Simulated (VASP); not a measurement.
# HgTe (F-43m) in VASP: notebook

Runs on HgTe. Level: PBE. Tasks: relaxation of cell and atoms.

All numbers are computed with VASP 6.6.1; they aren't measurements. Logs are shortened: lines on timing, memory, paths and dates and some standing lists are left out, and cuts for length are marked.

## 1. The cell of the first run

It takes space group F-43m (No. 216, cubic). The conventional cell has a = 6.609 Å, b = 6.609 Å, c = 6.609 Å, α = 90.00°, β = 90.00°, γ = 90.00°. Hg (site symmetry -43m) has 4 Te at 2.86 Å within 3.8 Å. Within 3.8 Å of Te (site symmetry -43m) lie 4 Hg at 2.86 Å.

## 2. Relaxation of cell and atoms, PBE, target pressure 2 GPa, at which the enthalpy is minimised

INCAR reads:

```
SYSTEM = HgTe
ALGO = Normal
EDIFF = 1E-6
EDIFFG = -0.008
ENCUT = 600
GGA = PE
IBRION = 2
ISIF = 3
ISMEAR = 0
LASPH = .True.
LCHARG = .False.
LREAL = .False.
LWAVE = .False.
NELM = 60
NSW = 70
PREC = Accurate
PSTRESS = 20.0
SIGMA = 0.1
```

KPOINTS reads:

```
k-points
0
Gamma
  12 12 12
  0 0 0
```

POSCAR reads:

```
HgTe
1.0
    0.0000000000      3.3046861156      3.3046861156
    3.3046861156      0.0000000000      3.3046861156
    3.3046861156      3.3046861156      0.0000000000
Hg Te
1 1
Direct
    0.0000000000      0.0000000000      0.0000000000
    0.2500000000      0.2500000000      0.2500000000
```

Potentials or basis: VASP PAW PBE potentials, release 64 (Hg, Te).

The run is started by

```console
$ cat potpaw_PBE.64/Hg/POTCAR potpaw_PBE.64/Te/POTCAR > POTCAR
$ mpirun -np 1 vasp_std > vasp.out
```

OUTCAR:

```text
SYSTEM = HgTe
   EDIFF = 1E-6
   EDIFFG = -0.008
   ENCUT = 600
   GGA = PE
   IBRION = 2
   ISIF = 3
   ISMEAR = 0
   LASPH = .True.
   LREAL = .False.
   NELM = 60
   NSW = 70
   PREC = Accurate
   PSTRESS = 20.0

 ion  position               nearest neighbor table
   1  0.000  0.000  0.000-   2 2.86   2 2.86   2 2.86   2 2.86
   2  0.250  0.250  0.250-   1 2.86   1 2.86   1 2.86   1 2.86

  LATTYP: Found a face centered cubic cell.
 ALAT       =     6.6093722312

  Lattice vectors:

 A1 = (   0.0000000000,   3.3046861156,   3.3046861156)
 A2 = (   3.3046861156,   0.0000000000,   3.3046861156)
 A3 = (   3.3046861156,   3.3046861156,   0.0000000000)

Analysis of symmetry for initial positions (statically):
=====================================================================
 Subroutine PRICEL returns:
 Original cell was already a primitive cell.

 Routine SETGRP: Setting up the symmetry group for a
 face centered cubic supercell.

 Subroutine GETGRP returns: Found 24 space group operations
 (whereof 24 operations were pure point group operations)
 out of a pool of 48 trial point group operations.

The static configuration has the point symmetry T_d .

Analysis of symmetry for dynamics (positions and initial velocities):
=====================================================================
 Subroutine PRICEL returns:
 Original cell was already a primitive cell.

 Routine SETGRP: Setting up the symmetry group for a
 face centered cubic supercell.

 Subroutine GETGRP returns: Found 24 space group operations
 (whereof 24 operations were pure point group operations)
 out of a pool of 48 trial point group operations.

The dynamic configuration has the point symmetry T_d .

 Subroutine INISYM returns: Found 24 space group operations
 (whereof 24 operations are pure point group operations),
 and found     1 'primitive' translations

----------------------------------------------------------------------------------------

                                     Primitive cell

  volume of cell :      72.1806

  direct lattice vectors                    reciprocal lattice vectors
     0.000000000  3.304686116  3.304686116    -0.151300300  0.151300300  0.151300300
     3.304686116  0.000000000  3.304686116     0.151300300 -0.151300300  0.151300300
     3.304686116  3.304686116  0.000000000     0.151300300  0.151300300 -0.151300300

  length of vectors
     4.673531924  4.673531924  4.673531924     0.262059806  0.262059806  0.262059806

  position of ions in fractional coordinates (direct lattice)
     0.000000000  0.000000000  0.000000000
     0.250000000  0.250000000  0.250000000

  ion indices of the primitive-cell ions
   primitive index   ion index
                 1           1
                 2           2

----------------------------------------------------------------------------------------

 KPOINTS: k-points

Automatic generation of k-mesh.
 Grid dimensions read from file:
 generate k-points for:   12   12   12

 Generating k-lattice:

  Cartesian coordinates                     Fractional coordinates (reciprocal lattice)
    -0.012608358  0.012608358  0.012608358     0.083333333  0.000000000  0.000000000
     0.012608358 -0.012608358  0.012608358     0.000000000  0.083333333  0.000000000
     0.012608358  0.012608358 -0.012608358     0.000000000  0.000000000  0.083333333

  Length of vectors
     0.021838317  0.021838317  0.021838317

  Shift w.r.t. Gamma in fractional coordinates (k-lattice)
     0.000000000  0.000000000  0.000000000

 Subroutine IBZKPT returns following result:
 ===========================================

 Found     72 irreducible k-points:

 Following reciprocal coordinates:
            Coordinates               Weight
  0.000000  0.000000  0.000000      1.000000
  0.083333  0.000000  0.000000      8.000000
  0.166667  0.000000  0.000000      8.000000
  0.250000  0.000000  0.000000      8.000000
  0.333333  0.000000  0.000000      8.000000
  0.416667  0.000000  0.000000      8.000000
[... 16 lines left out ...]
  0.500000  0.166667  0.000000     24.000000
 -0.416667  0.166667  0.000000     24.000000
 [... further k-points ...]
   k-points           NKPTS =     72   k-points in BZ     NKDIM =     72   number of bands    NBANDS=     13
   number of dos      NEDOS =    301   number of ions     NIONS =      2
   total plane-waves  NPLWV =  64000
   dimension x,y,z NGX =    40 NGY =   40 NGZ =   40
   dimension x,y,z NGXF=    80 NGYF=   80 NGZF=   80
   ions per type =               1   1
   NGX,Y,Z   is equivalent  to a cutoff of  14.23, 14.23, 14.23 a.u.
   NGXF,Y,Z  is equivalent  to a cutoff of  28.46, 28.46, 28.46 a.u.
 SYSTEM =  HgTe
   PREC   = accura    normal or accurate (medium, high low for compatibility)
   ISTART =      0    job   : 0-new  1-cont  2-samecut
   ICHARG =      2    charge: 1-file 2-atom 10-const
   ISPIN  =      1    spin polarized calculation?
   LNONCOLLINEAR =      F non collinear calculations
   LSORBIT =      F    spin-orbit coupling
   LASPH  =      T    aspherical Exc in radial PAW
   ENCUT  =  600.0 eV  44.10 Ry    6.64 a.u.   9.33  9.33  9.33*2*pi/ulx,y,z
   NELM   =     60;   NELMIN=  2; NELMDL= -5     # of ELM steps
   EDIFF  = 0.1E-05   stopping-criterion for ELM
   LREAL  =      F    real-space projection
   EDIFFG = -.8E-02   stopping-criterion for IOM
   NSW    =     70    number of steps for IOM
   IBRION =      2    ionic relax: 0-MD 1-quasi-New 2-CG
   NFREE  =      1    steps in history (QN), initial steepest desc. (CG)
   ISIF   =      3    stress and relaxation
   ISYM   =      2    0-nonsym 1-usesym 2-fastsym
   POTIM  = 0.5000    time-step for ionic-motion
   TEBEG  =    0.0;   TEEND  =   0.0 temperature during run
   PSTRESS=   20.0 pullay stress
   NELECT =      18.0000    total number of electrons
   NUPDOWN=      -1.0000    fix difference up-down
   EMIN   =  10.00;   EMAX   =-10.00  energy-range for DOS
   EFERMI =   0.00;   METHOD = LEGACY
   ISMEAR =     0;   SIGMA  =   0.10  broadening in eV -4-tet -1-fermi 0-gaus
   EFERMI_NEDOS =   21; number of points for ismear=-14 and -15
   IALGO  =     38    algorithm
   IMIX   =      4    mixing-type and parameters
     AMIX     =   0.40;   BMIX     =  1.00
     AMIX_MAG =   1.60;   BMIX_MAG =  1.00
  volume/ion in A,a.u.               =      36.09       243.55
  Fermi-wavevector in a.u.,A,eV,Ry     =   1.030447  1.947262 14.446938  1.061820
  Thomas-Fermi vector in A             =   2.164545
   LORBIT       =      0    0 simple, 1 ext, 2 COOP (PROOUT), +10 PAW based schemes
   GGA     = PE    functional components
   LHFCALC =     F    Hartree Fock is set to
   AEXX    =    0.0000 exact exchange contribution
   IVDW    =     0    specifies the selected vdW correction
   LEPSILON=     F    determine dielectric tensor
   LRPA    =     F    only Hartree local field effects (RPA)
 conjugate gradient relaxation of ions
 non-spin polarized calculation
 Gauss-broadening in eV      SIGMA  =   0.10
  energy-cutoff  :      600.00
  volume of cell :       72.18
 maximum number of plane-waves:      2450
 NGX is ok and might be reduce to    40
   NGX = 19   NGY = 19   NGZ = 19

--------------------------------------- Ionic step        1  -------------------------------------------

 number of electron      18.0000000 magnetization

 Free energy of the ion-electron system (eV)
  ---------------------------------------------------
  ext. energy  EPLUGINS =         0.00000000
  ---------------------------------------------------
  free energy    TOTEN  =        -3.64845581 eV

  energy without entropy =       -3.64829346  energy(sigma->0) =       -3.64837464

------------------------ aborting loop because EDIFF is reached ----------------------------------------

  FORCE on cell =-STRESS in cart. coord.  units (eV):
  Direction    XX          YY          ZZ          XY          YZ          ZX
  --------------------------------------------------------------------------------------
  -------------------------------------------------------------------------------------
  Total        0.3359780      0.3359780      0.3359780     -0.0000000      0.0000000      0.0000000
  in kB        7.4576290      7.4576290      7.4576290     -0.0000000      0.0000000      0.0000000
  external PRESSURE =     -12.5423710 kB  Pullay stress =      20.0000000 kB

 VOLUME and BASIS-vectors are now :
 -----------------------------------------------------------------------------
  energy-cutoff  :      600.00
  volume of cell :       72.18
      direct lattice vectors                 reciprocal lattice vectors
     0.000000000  3.304686116  3.304686116    -0.151300300  0.151300300  0.151300300
     3.304686116  0.000000000  3.304686116     0.151300300 -0.151300300  0.151300300
     3.304686116  3.304686116  0.000000000     0.151300300  0.151300300 -0.151300300
[... 46 lines left out ...]
  FREE ENERGIE OF THE ION-ELECTRON SYSTEM (eV)
  ---------------------------------------------------
  free  energy   TOTEN  =        -3.6198048655 eV

  energy  without entropy=       -3.6196474004  energy(sigma->0) =       -3.61972613

  enthalpy is  TOTEN    =        -2.7551160800 eV   P V=        0.8646887856

--------------------------------------- Ionic step        3  -------------------------------------------

 number of electron      17.9999998 magnetization

 Free energy of the ion-electron system (eV)
  ---------------------------------------------------
  ext. energy  EPLUGINS =         0.00000000
  ---------------------------------------------------
  free energy    TOTEN  =        -3.63010241 eV

  energy without entropy =       -3.62994362  energy(sigma->0) =       -3.63002301

 E-fermi :   2.7864     XC(G=0):  -8.5795

 val. band max:        2.7202341926   @ k =   0.0000   0.0000   0.0000
 cond. band min:       3.1225643285   @ k =   0.0833   0.0000   0.0000
 fundamental gap:      0.4023301359
 Fermi energy:         2.7864212451

 k-point     1 :       0.0000    0.0000    0.0000
  band No.  band energies     occupation
      1      -9.0132      2.00000
      2      -4.4286      2.00000
      3      -4.4286      2.00000
      4      -4.4286      2.00000
      5      -3.9415      2.00000
      6      -3.9415      2.00000
      7       1.9088      2.00000
      8       2.7202      1.65074
      9       2.7202      1.65074
     10       2.7202      1.65074
     11       7.0150      0.00000
     12       7.0150      0.00000
     13       7.0150      0.00000

 k-point     2 :       0.0833    0.0000    0.0000
  band No.  band energies     occupation
      1      -8.9808      2.00000
      2      -4.4195      2.00000
      3      -4.4195      2.00000
      4      -4.4163      2.00000
      5      -3.9425      2.00000
      6      -3.9425      2.00000
      7       1.3251      2.00000
      8       2.6447      1.95488
      9       2.6447      1.95488
     10       3.1226      0.00000
     11       6.9249      0.00000
[... 339 lines left out ...]
 k-point    24 :      -0.4167    0.1667    0.0000
  band No.  band energies     occupation
      1      -8.4329      2.00000
      2      -4.2922      2.00000
      3      -4.2722      2.00000
      4      -3.9555      2.00000
      5      -3.9311      2.00000
      6      -3.6371      2.00000
      7      -2.4145      2.00000
      8       0.7030      2.00000
      9       1.5767      2.00000
     10       4.4960      0.00000
     11       7.3418      0.00000
     12       8.3301      0.00000
     13       9.3703      0.00000

 [... further k-points ...]
[... 5 lines left out ...]
  --------------------------------------------------------------------------------------
  -------------------------------------------------------------------------------------
  Total        0.8758225      0.8758225      0.8758225      0.0000000      0.0000000      0.0000000
  in kB       20.0442787     20.0442787     20.0442787      0.0000000      0.0000000      0.0000000
  external PRESSURE =       0.0442787 kB  Pullay stress =      20.0000000 kB

 VOLUME and BASIS-vectors are now :
 -----------------------------------------------------------------------------
  energy-cutoff  :      600.00
  volume of cell :       70.01
      direct lattice vectors                 reciprocal lattice vectors
    -0.000000000  3.271162268  3.271162268    -0.152850870  0.152850870  0.152850870
     3.271162268  0.000000000  3.271162268     0.152850870 -0.152850870  0.152850870
     3.271162268  3.271162268  0.000000000     0.152850870  0.152850870 -0.152850870

 POSITION                                       TOTAL-FORCE (eV/Angst)
 -----------------------------------------------------------------------------------
      0.00000      0.00000      0.00000        -0.000000      0.000000      0.000000
      1.63558      1.63558      1.63558         0.000000     -0.000000     -0.000000
 -----------------------------------------------------------------------------------
    total drift:                                0.000000      0.000000      0.000000

  FREE ENERGIE OF THE ION-ELECTRON SYSTEM (eV)
  ---------------------------------------------------
  free  energy   TOTEN  =        -3.6301024053 eV

  energy  without entropy=       -3.6299436202  energy(sigma->0) =       -3.63002301

  enthalpy is  TOTEN    =        -2.7562146116 eV   P V=        0.8738877936

 reached required accuracy - stopping structural energy minimisation
```

Wall time 71 s (1 thread of Intel Xeon 6975P-C (Granite Rapids), shared host); peak memory 0.3 GiB.

What came out:

| Property | Result |
| --- | --- |
| Free energy | -3.6301 eV |
| Relaxed volume | 35.00 Å³/atom |
| Relaxed cell | a = 4.626 Å, b = 4.626 Å, c = 4.626 Å, α = 60.00°, β = 60.00°, γ = 60.00° |
| Space group after relaxing (to 0.1 Å) | F-43m (No. 216) |
| Energy change on relaxing (the run minimises the enthalpy) | +9.2 meV/atom |
| Ionic steps | 3 |
| Pressure after relaxing | 2.0 GPa |
| Band gap on the k mesh | zero (filled and empty bands touch) |

The path:
```csv
step,energy change (eV),largest force (eV/Å),pressure (GPa),volume (Å³)
1,0.0000,0.0000,0.75,72.18
2,0.0287,0.0000,2.49,69.27
3,0.0184,0.0000,2.00,70.01
```

Final structure:
```xyz
2
Lattice="0.0000 3.2712 3.2712 3.2712 0.0000 3.2712 3.2712 3.2712 0.0000" Properties=species:S:1:pos:R:3 pbc="T T T"
Hg    0.0000    0.0000    0.0000
Te    1.6356    1.6356    1.6356
```

Levels at points of the mesh, in eV from the Fermi level:
```
           k point  band 6  band 7  band 8  band 9  band 10  band 11  band 12  band 13
(0.00, 0.00, 0.00)   -6.73   -0.88   -0.07   -0.07    -0.07     4.23     4.23     4.23
(0.50, 0.00, 0.00)   -6.45   -5.32   -0.98   -0.98     0.64     5.00     5.00     6.80
(0.50, 0.50, 0.00)   -6.31   -5.31   -2.19   -2.19     1.84     2.52     8.02     8.65
```

Caveat: the cell is relaxed towards a set pressure, so the run minimises the enthalpy, not the energy; semilocal functionals underestimate gaps, and a narrow one can read as zero; spin-orbit coupling is left out, which moves the levels of the heavy elements.

## 3. Relaxation of cell and atoms, PBE, target pressure -2 GPa, at which the enthalpy is minimised

This run uses another cell than the first one, of 37.51 Å³/atom.

INCAR reads:

```
SYSTEM = HgTe
PREC = Accurate ; ENCUT = 600
EDIFF = 1E-6 ; ISMEAR = 0
SIGMA = 0.1 ; LREAL = .FALSE.
LASPH = .TRUE. ; NELM = 100
ALGO = Normal ; ISIF = 3
LWAVE = .FALSE. ; LCHARG = .FALSE.
GGA = PE ; IBRION = 2
NSW = 70 ; EDIFFG = -0.008
PSTRESS = -20.0
```

KPOINTS reads:

```
Automatic mesh
0
G
  12 12 12
  0 0 0
```

POSCAR reads:

```
HgTe
1.0
    0.0000000000      3.3473263345      3.3473263345
    3.3473263345      0.0000000000      3.3473263345
    3.3473263345      3.3473263345      0.0000000000
Hg Te
1 1
Direct
    0.0000000000      0.0000000000      0.0000000000
    0.2500000000      0.2500000000      0.2500000000
```

Potentials or basis: VASP PAW PBE potentials, release 64 (Hg, Te).

The run is started by

```console
$ cat potpaw_PBE.64/Hg/POTCAR potpaw_PBE.64/Te/POTCAR > POTCAR
$ mpirun -np 1 vasp_std > vasp.out
```

Run time: 70 s. Hardware: 1 thread of Intel Xeon 6975P-C (Granite Rapids), shared host; peak memory 0.3 GiB.

Results (log left out):

```yaml
Free_energy: -3.6160 eV
Relaxed_volume: 39.52 Å³/atom
Relaxed_cell: a = 4.817 Å, b = 4.817 Å, c = 4.817 Å, α = 60.00°, β = 60.00°, γ = 60.00°
Space_group_after_relaxing_to_0.1_Å: F-43m (No. 216)
Energy_change_on_relaxing_the_run_minimises_the_enthalpy: +16.8 meV/atom
Ionic_steps: 3
Pressure_after_relaxing: -2.0 GPa
Band_gap_on_the_k_mesh: zero (filled and empty bands touch)
```

Step by step:
| step | energy change (eV) | largest force (eV/Å) | pressure (GPa) | volume (Å³) |
| --- | --- | --- | --- | --- |
| 1 | 0.0000 | 0.0000 | -0.58 | 75.01 |
| 2 | 0.0292 | 0.0000 | -1.90 | 78.68 |
| 3 | 0.0336 | 0.0000 | -1.97 | 79.04 |

Final structure:
```
Hg Te
1.0
     0.00000    3.40627    3.40627
     3.40627    0.00000    3.40627
     3.40627    3.40627    0.00000
Hg Te
1 1
Direct
  0.00000 0.00000 0.00000
  0.25000 0.25000 0.25000
```

Levels at points of the mesh, in eV from the Fermi level:
| k point | band 5 | band 6 | band 7 | band 8 | band 9 | band 10 | band 11 | band 12 | band 13 |
| --- | --- | --- | --- | --- | --- | --- | --- | --- | --- |
| (0.00, 0.00, 0.00) | -6.28 | -6.28 | -1.15 | -0.08 | -0.08 | -0.08 | 4.39 | 4.39 | 4.39 |
| (0.50, 0.00, 0.00) | -6.27 | -6.07 | -4.62 | -0.79 | -0.79 | 0.61 | 5.08 | 5.08 | 6.56 |
| (0.50, 0.50, 0.00) | -6.24 | -5.98 | -4.71 | -1.75 | -1.75 | 1.80 | 2.80 | 7.63 | 8.13 |

Caveat: the cell is relaxed towards a set pressure, so the run minimises the enthalpy, not the energy; semilocal functionals underestimate gaps, and a narrow one can read as zero; spin-orbit coupling is left out, which moves the levels of the heavy elements.

The gap in the log of VASP goes by the Fermi energy; the results here count the filled bands.